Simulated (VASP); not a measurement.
# P in VASP: a series of runs

P is run at these levels: PBE; tasks: single point.

All numbers are computed with VASP 6.6.1; they aren't measurements. Logs are shortened: lines on timing, memory, paths and dates and some standing lists are left out, and cuts for length are marked.

## 1. The cell of the first run

The cell holds a slab with vacuum, 4 atoms: a = 3.284 Å, b = 34.857 Å, c = 4.632 Å, α = 90.00°, β = 90.00°, γ = 90.00°.

## 2. Single point, PBE

Input file INCAR:

```
SYSTEM = P
PREC = Accurate
ENCUT = 520
EDIFF = 1E-6
ISMEAR = 0
SIGMA = 0.1
LREAL = .False.
LASPH = .True.
NELM = 100
ALGO = Normal
ISIF = 2
LWAVE = .False.
LCHARG = .False.
GGA = PE
NBANDS = 18
```

Input file KPOINTS:

```
Automatic mesh
0
Gamma
  6 1 4
  0 0 0
```

Input file POSCAR:

```
P
1.0
    3.2837277200      0.0000000000      0.0000000000
    0.0000000000     34.8570309900      0.0000000000
    0.0000000000      0.0000000000      4.6320847100
P
4
Direct
    0.0000000000      0.9702614300      0.5921507200
    0.0000000000      0.0297385700      0.4078492800
    0.5000000000      0.0297385700      0.0921507200
    0.5000000000      0.9702614300      0.9078492800
```

Potentials or basis: VASP PAW PBE potentials, release 64 (P).

Launch:

```bash
> cat potpaw_PBE.64/P/POTCAR > POTCAR
> mpirun -np 1 vasp_std > vasp.out
```

OUTCAR:

```text
SYSTEM = P
   PREC = Accurate
   ENCUT = 520
   EDIFF = 1E-6
   ISMEAR = 0
   LREAL = .False.
   LASPH = .True.
   NELM = 100
   ISIF = 2
   GGA = PE

 ion  position               nearest neighbor table
   1  0.000  0.970  0.592-   4 2.20   4 2.20   2 2.24
   2  0.000  0.030  0.408-   3 2.20   3 2.20   1 2.24
   3  0.500  0.030  0.092-   2 2.20   2 2.20   4 2.24
   4  0.500  0.970  0.908-   1 2.20   1 2.20   3 2.24

  LATTYP: Found a simple orthorhombic cell.
 ALAT       =     3.2837277200
 B/A-ratio  =     1.4106177811
 C/A-ratio  =    10.6150795566

  Lattice vectors:

 A1 = (  -3.2837277200,   0.0000000000,   0.0000000000)
 A2 = (   0.0000000000,   0.0000000000,   4.6320847100)
 A3 = (   0.0000000000,  34.8570309900,   0.0000000000)

Analysis of symmetry for initial positions (statically):
=====================================================================
 Subroutine PRICEL returns:
 Original cell was already a primitive cell.

 Routine SETGRP: Setting up the symmetry group for a
 simple orthorhombic supercell.

 Subroutine GETGRP returns: Found  8 space group operations
 (whereof  4 operations were pure point group operations)
 out of a pool of  8 trial point group operations.

The static configuration has the point symmetry C_2h.
 The point group associated with its full space group is D_2h.

Analysis of symmetry for dynamics (positions and initial velocities):
=====================================================================
 Subroutine PRICEL returns:
 Original cell was already a primitive cell.

 Routine SETGRP: Setting up the symmetry group for a
 simple orthorhombic supercell.

 Subroutine GETGRP returns: Found  8 space group operations
 (whereof  4 operations were pure point group operations)
 out of a pool of  8 trial point group operations.

The dynamic configuration has the point symmetry C_2h.
 The point group associated with its full space group is D_2h.

 Subroutine INISYM returns: Found  8 space group operations
 (whereof  4 operations are pure point group operations),
 and found     1 'primitive' translations

----------------------------------------------------------------------------------------

                                     Primitive cell

  volume of cell :     530.1930

  direct lattice vectors                    reciprocal lattice vectors
     3.283727720  0.000000000  0.000000000     0.304531948  0.000000000  0.000000000
     0.000000000 34.857030990  0.000000000     0.000000000  0.028688617  0.000000000
     0.000000000  0.000000000  4.632084710     0.000000000  0.000000000  0.215885516

  length of vectors
     3.283727720 34.857030990  4.632084710     0.304531948  0.028688617  0.215885516

  position of ions in fractional coordinates (direct lattice)
     0.000000000  0.970261430  0.592150720
     0.000000000  0.029738570  0.407849280
     0.500000000  0.029738570  0.092150720
     0.500000000  0.970261430  0.907849280

  ion indices of the primitive-cell ions
   primitive index   ion index
                 1           1
                 2           2
                 3           3
                 4           4

----------------------------------------------------------------------------------------

 KPOINTS: Automatic mesh

Automatic generation of k-mesh.
 Grid dimensions read from file:
 generate k-points for:    6    1    4

 Generating k-lattice:

  Cartesian coordinates                     Fractional coordinates (reciprocal lattice)
     0.050755325  0.000000000  0.000000000     0.166666667  0.000000000  0.000000000
     0.000000000  0.028688617  0.000000000     0.000000000  1.000000000  0.000000000
     0.000000000  0.000000000  0.053971379     0.000000000  0.000000000  0.250000000

  Length of vectors
     0.050755325  0.028688617  0.053971379

  Shift w.r.t. Gamma in fractional coordinates (k-lattice)
     0.000000000  0.000000000  0.000000000

 Subroutine IBZKPT returns following result:
 ===========================================

 Found     12 irreducible k-points:

 Following reciprocal coordinates:
            Coordinates               Weight
  0.000000  0.000000  0.000000      1.000000
  0.166667  0.000000  0.000000      2.000000
  0.333333  0.000000  0.000000      2.000000
  0.500000  0.000000  0.000000      1.000000
  0.000000  0.000000  0.250000      2.000000
  0.166667  0.000000  0.250000      4.000000
  0.333333  0.000000  0.250000      4.000000
  0.500000  0.000000  0.250000      2.000000
  0.000000  0.000000  0.500000      1.000000
  0.166667  0.000000  0.500000      2.000000
  0.333333  0.000000  0.500000      2.000000
  0.500000  0.000000  0.500000      1.000000
   k-points           NKPTS =     12   k-points in BZ     NKDIM =     12   number of bands    NBANDS=     18
   number of dos      NEDOS =    301   number of ions     NIONS =      4
   total plane-waves  NPLWV = 233280
   dimension x,y,z NGX =    24 NGY =  270 NGZ =   36
   dimension x,y,z NGXF=    48 NGYF=  540 NGZF=   72
   ions per type =               4
   NGX,Y,Z   is equivalent  to a cutoff of  12.15, 12.88, 12.92 a.u.
   NGXF,Y,Z  is equivalent  to a cutoff of  24.30, 25.75, 25.84 a.u.
 SYSTEM =  P
   PREC   = accura    normal or accurate (medium, high low for compatibility)
   ISTART =      0    job   : 0-new  1-cont  2-samecut
   ICHARG =      2    charge: 1-file 2-atom 10-const
   ISPIN  =      1    spin polarized calculation?
   LNONCOLLINEAR =      F non collinear calculations
   LSORBIT =      F    spin-orbit coupling
   LASPH  =      T    aspherical Exc in radial PAW
   ENCUT  =  520.0 eV  38.22 Ry    6.18 a.u.   6.11 64.81  8.61*2*pi/ulx,y,z
   NELM   =    100;   NELMIN=  2; NELMDL= -5     # of ELM steps
   EDIFF  = 0.1E-05   stopping-criterion for ELM
   LREAL  =      F    real-space projection
   EDIFFG = 0.1E-04   stopping-criterion for IOM
   NSW    =      0    number of steps for IOM
   IBRION =     -1    ionic relax: 0-MD 1-quasi-New 2-CG
   NFREE  =      0    steps in history (QN), initial steepest desc. (CG)
   ISIF   =      2    stress and relaxation
   ISYM   =      2    0-nonsym 1-usesym 2-fastsym
   POTIM  = 0.5000    time-step for ionic-motion
   TEBEG  =    0.0;   TEEND  =   0.0 temperature during run
   PSTRESS=    0.0 pullay stress
   NELECT =      20.0000    total number of electrons
   NUPDOWN=      -1.0000    fix difference up-down
   EMIN   =  10.00;   EMAX   =-10.00  energy-range for DOS
   EFERMI =   0.00;   METHOD = LEGACY
   ISMEAR =     0;   SIGMA  =   0.10  broadening in eV -4-tet -1-fermi 0-gaus
   EFERMI_NEDOS =   21; number of points for ismear=-14 and -15
   IALGO  =     38    algorithm
   IMIX   =      4    mixing-type and parameters
     AMIX     =   0.40;   BMIX     =  1.00
     AMIX_MAG =   1.60;   BMIX_MAG =  1.00
  volume/ion in A,a.u.               =     132.55       894.48
  Fermi-wavevector in a.u.,A,eV,Ry     =   0.549044  1.037542  4.101461  0.301449
  Thomas-Fermi vector in A             =   1.580001
   LORBIT       =      0    0 simple, 1 ext, 2 COOP (PROOUT), +10 PAW based schemes
   GGA     = PE    functional components
   LHFCALC =     F    Hartree Fock is set to
   AEXX    =    0.0000 exact exchange contribution
   IVDW    =     0    specifies the selected vdW correction
   LEPSILON=     F    determine dielectric tensor
   LRPA    =     F    only Hartree local field effects (RPA)
 non-spin polarized calculation
 Gauss-broadening in eV      SIGMA  =   0.10
  energy-cutoff  :      520.00
  volume of cell :      530.19
 maximum number of plane-waves:     14344
   NGX = 13   NGY =129   NGZ = 17

 number of electron      20.0000001 magnetization

 Free energy of the ion-electron system (eV)
  ---------------------------------------------------
  ext. energy  EPLUGINS =         0.00000000
  ---------------------------------------------------
  free energy    TOTEN  =       -21.43859668 eV

  energy without entropy =      -21.43859668  energy(sigma->0) =      -21.43859668

 E-fermi :  -2.9928     XC(G=0):  -1.7678

 val. band max:       -3.4282016392   @ k =   0.0000   0.0000   0.0000
 cond. band min:      -2.4891066620   @ k =   0.0000   0.0000   0.0000
 fundamental gap:      0.9390949772
 Fermi energy:        -2.9927585389

 k-point     1 :       0.0000    0.0000    0.0000
  band No.  band energies     occupation
      1     -18.5674      2.00000
      2     -16.0832      2.00000
      3     -12.7141      2.00000
      4      -9.2085      2.00000
      5      -8.0994      2.00000
      6      -8.0062      2.00000
[... 10 lines left out ...]
     17       1.6019      0.00000
     18       1.7490      0.00000

 k-point     2 :       0.1667    0.0000    0.0000
  band No.  band energies     occupation
      1     -18.2339      2.00000
      2     -15.7345      2.00000
      3     -12.8781      2.00000
      4      -8.9660      2.00000
      5      -8.5680      2.00000
      6      -8.2813      2.00000
[... 10 lines left out ...]
     17       1.5357      0.00000
     18       1.9882      0.00000

 k-point     3 :       0.3333    0.0000    0.0000
  band No.  band energies     occupation
      1     -17.2537      2.00000
      2     -14.6972      2.00000
      3     -13.9455      2.00000
      4     -10.7603      2.00000
      5      -9.0911      2.00000
      6      -8.4282      2.00000
[... 10 lines left out ...]
     17       2.4746      0.00000
     18       2.5964      0.00000

 k-point     4 :       0.5000    0.0000    0.0000
  band No.  band energies     occupation
      1     -15.7160      2.00000
      2     -15.7160      2.00000
      3     -13.0047      2.00000
      4     -13.0047      2.00000
      5      -8.5351      2.00000
      6      -8.5351      2.00000
[... 123 lines left out ...]
      4     -11.7722      2.00000
      5      -8.0041      2.00000
      6      -8.0041      2.00000
[... 10 lines left out ...]
     17       2.8455      0.00000
     18       2.8456      0.00000

 k-point    11 :       0.3333    0.0000    0.5000
  band No.  band energies     occupation
      1     -16.2442      2.00000
      2     -16.2442      2.00000
      3     -12.3042      2.00000
      4     -12.3042      2.00000
      5      -9.2311      2.00000
      6      -9.2311      2.00000
[... 10 lines left out ...]
     17       3.3979      0.00000
     18       3.3979      0.00000

 k-point    12 :       0.5000    0.0000    0.5000
  band No.  band energies     occupation
      1     -15.3663      2.00000
      2     -15.3663      2.00000
      3     -13.4073      2.00000
      4     -13.4073      2.00000
      5      -8.4808      2.00000
      6      -8.4808      2.00000
[... 10 lines left out ...]
     17       3.0962      0.00000
     18       3.0962      0.00000

------------------------ aborting loop because EDIFF is reached ----------------------------------------

  FORCE on cell =-STRESS in cart. coord.  units (eV):
  Direction    XX          YY          ZZ          XY          YZ          ZX
  --------------------------------------------------------------------------------------
  -------------------------------------------------------------------------------------
  Total        1.0274886      0.5614683      1.0012026      0.0000000     -0.0000000      0.0000000
  in kB        3.1049425      1.6966873      3.0255096      0.0000000     -0.0000000      0.0000000
  external PRESSURE =       2.6090464 kB  Pullay stress =       0.0000000 kB

 VOLUME and BASIS-vectors are now :
 -----------------------------------------------------------------------------
  energy-cutoff  :      520.00
  volume of cell :      530.19
      direct lattice vectors                 reciprocal lattice vectors
     3.283727720  0.000000000  0.000000000     0.304531948  0.000000000  0.000000000
     0.000000000 34.857030990  0.000000000     0.000000000  0.028688617  0.000000000
     0.000000000  0.000000000  4.632084710     0.000000000  0.000000000  0.215885516

 POSITION                                       TOTAL-FORCE (eV/Angst)
 -----------------------------------------------------------------------------------
      0.00000     33.82043      2.74289        -0.000000     -0.138802     -0.282226
      0.00000      1.03660      1.88919         0.000000      0.138802      0.282226
      1.64186      1.03660      0.42685         0.000000      0.138802     -0.282226
      1.64186     33.82043      4.20523         0.000000     -0.138802      0.282226
 -----------------------------------------------------------------------------------
    total drift:                               -0.000000      0.000000     -0.000000

  FREE ENERGIE OF THE ION-ELECTRON SYSTEM (eV)
  ---------------------------------------------------
  free  energy   TOTEN  =       -21.4385966788 eV

  energy  without entropy=      -21.4385966788  energy(sigma->0) =      -21.43859668
```

It took 98 s on 1 thread of Intel Xeon 6975P-C (Granite Rapids), shared host; peak memory 0.51 GiB.

What came out:

- Free energy: -21.4386 eV
- Largest force: 0.315 eV/Å
- Band gap on the k mesh: 0.94 eV, direct

Forces on the atoms (eV/Å):
```
P    0.000 -0.139 -0.282
P    0.000  0.139  0.282
P    0.000  0.139 -0.282
P    0.000 -0.139  0.282
```

Levels at points of the mesh, in eV from the valence-band top:
```
           k point  band 8  band 9  band 10  band 11  band 12  band 13
(0.00, 0.00, 0.00)   -1.88   -1.64     0.00     0.94     1.55     2.63
(0.50, 0.00, 0.00)   -2.76   -1.99    -1.99     1.22     1.22     2.26
(0.00, 0.00, 0.50)   -2.68   -1.39    -1.39     2.07     2.07     3.72
(0.50, 0.00, 0.50)   -4.57   -1.09    -1.09     2.35     2.35     3.78
```

(Continued in part 2 of 3.)
